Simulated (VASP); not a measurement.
Input of a VASP 6.6.1 run:

File INCAR:

```
SYSTEM = SnO
ALGO = Normal ; EDIFF = 1E-6
ENCUT = 910 ; GGA = VW
GGA_COMPAT = .FALSE. ; ISIF = 2
ISMEAR = -1 ; LASPH = .TRUE.
LCHARG = .FALSE. ; LREAL = .FALSE.
LWAVE = .FALSE. ; NBANDS = 28
NELM = 120 ; PREC = Accurate
SIGMA = 0.05
```

File KPOINTS:

```
k-points
0
G
  7 7 6
  0 0 0
```

File POSCAR:

```
SnO
1.0
    3.8638811754      0.0000000000      0.0000000000
    0.0000000000      3.8638811754      0.0000000000
    0.0000000000      0.0000000000      4.9512221655
Sn O
2 2
Direct
    0.5000000000      0.0000000000      0.7646261400
    0.0000000000      0.5000000000      0.2353738600
    0.0000000000      0.0000000000      0.0000000000
    0.5000000000      0.5000000000      0.0000000000
```

Potentials or basis: VASP PAW PBE potentials, release 64 (Sn_d, O_h).

Run with:

```bash
$ cat potpaw_PBE.64/Sn_d/POTCAR potpaw_PBE.64/O_h/POTCAR > POTCAR
$ mpirun -np 1 vasp_std > vasp.out
```

**Question.** Predict the pressure.

**Answer.** -6.5 GPa.

**Question.** Predict the band gap on the k mesh.

**Answer.** 0.59 eV (least direct gap 1.98 eV).

**Question.** Predict the largest force.

**Answer.** 0.664 eV/Å.

Forces on the atoms (eV/Å):
```
Sn   0.000  0.000  0.664
Sn   0.000  0.000 -0.664
O    0.000  0.000  0.000
O    0.000  0.000  0.000
```

Caveat: the cutoff is under 1.25 times the usual one of these potentials, so pressure, stress and relaxed cells hold a basis-set (Pulay) error; the cell stands under tension; the PAW data sets were made with another functional, which shifts forces and pressure a little; spin-orbit coupling is left out, which moves the levels of the heavy elements; an odd mesh through Γ misses points on the zone boundary, where band edges can lie.
